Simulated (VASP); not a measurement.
Wanted: the native input for a VASP 6.6.1 run.

```yaml
Task: single point
Functional: RPBE
Potentials_or_basis: VASP PAW PBE potentials, release 64 (Hg)
Cutoff: 520 eV
k_mesh: 8 × 8 × 2
Occupations: fermi-dirac, width 0.1 eV
Spin: no spin polarisation
Dipole_correction: no
Further_INCAR_settings: ALGO = Normal; EDIFF = 1e-07; NBANDS = 32
```

The structure of Hg lies in POSCAR:

```
Hg
1.0
    5.3454858830      0.0000000000      0.0000000000
   -2.6727429415      4.6293265702      0.0000000000
    0.0000000000      0.0000000000     17.3983196142
Hg
4
Direct
    0.0000000000      1.0000000000      1.0000000000
    0.0000000000      1.0000000000      0.5000000000
    0.3333333333      0.6666666667      0.2500000000
    0.6666666667      0.3333333333      0.7500000000
```

One way to write it, as run:

INCAR

```
SYSTEM = Hg
  ALGO = Normal
  EDIFF = 1E-7
  ENCUT = 520
  GGA = RP
  ISIF = 2
  ISMEAR = -1
  LASPH = .True.
  LCHARG = .True.
  LELF = .True.
  LREAL = .False.
  LVHAR = .True.
  LWAVE = .False.
  NBANDS = 32
  NELM = 100
  PREC = Accurate
  SIGMA = 0.1
```

KPOINTS

```
k-points
0
Gamma
  8 8 2
  0 0 0
```

Potentials or basis: VASP PAW PBE potentials, release 64 (Hg).

Command:

```sh
$ cat potpaw_PBE.64/Hg/POTCAR > POTCAR
$ mpirun -np 1 vasp_std > vasp.out
```

It gave:

| Item | Value |
| --- | --- |
| Pressure | 0.0 GPa |
| Band gap on the k mesh | 4.25 eV (least direct gap 4.31 eV) |

Caveat: the PAW data sets were made with another functional, which shifts forces and pressure a little; spin-orbit coupling is left out, which moves the levels of the heavy elements.

Wall time 5.8 min on 1 thread of Intel Xeon 8259CL (shared host), peak memory 0.59 GiB.
